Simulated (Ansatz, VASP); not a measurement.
**Ge in VASP and in Ansatz**

The input INCAR:

```
PREC = Accurate
ENCUT = 500
EDIFF = 1E-6
ISMEAR = 0
SIGMA = 0.1
LREAL = F
LASPH = T
NELM = 120
ALGO = Normal
ISIF = 2
LWAVE = F
LCHARG = F
GGA = PE
NBANDS = 13
GGA_COMPAT = F
```

File KPOINTS:

```
Automatic mesh
0
Gamma
  10 10 10
```

POSCAR

```
Ge
1.0
    0.0000000000      2.0983605250      2.0983605250
    2.0983605250      0.0000000000      2.0983605250
    2.0983605250      2.0983605250      0.0000000000
Ge
1
Direct
    0.2890000000      0.3370000000      0.6600000000
```

Input for Ansatz:

```yaml
crystal:
  lattice:
    - [0.0, 2.098360525, 2.098360525]
    - [2.098360525, 0.0, 2.098360525]
    - [2.098360525, 2.098360525, 0.0]
  atoms:
    - { symbol: Ge, position: [0.289, 0.337, 0.66] }
basis:
  ecutwfc: 450
kpoints:
  mp_grid: { grid: [10, 10, 10] }
hamiltonian:
  xc: pbe
scf:
  occupations: { method: gaussian, width: 0.1 }
  max_iter: 73
output:
  forces: true
  stress: true
  eigenvalues: true
```

Alike in both runs: task single point; functional PBE; k mesh 10 × 10 × 10; occupations gaussian, width 0.1 eV; no spin polarisation.

|  | VASP | Ansatz |
| --- | --- | --- |
| version | VASP 6.6.1 | Ansatz 0.2.0 |
| potentials or method | VASP PAW PBE potentials, release 64 (Ge_d), cutoff 500 eV | scalar-relativistic, plane waves, PAW |
| valence electrons in the cell | 14 | 14 |

Ansatz gave:

| Item | Value |
| --- | --- |
| gap on the k mesh at the Fermi level (eV) | none |
| pressure (GPa) | 3.9 |

Question: What did VASP give for the same quantities?

Answer: gap on the k mesh at the Fermi level (eV): none; pressure (GPa): 3.7.

A gap of «none» marks a metal or a gap that the smearing closes.
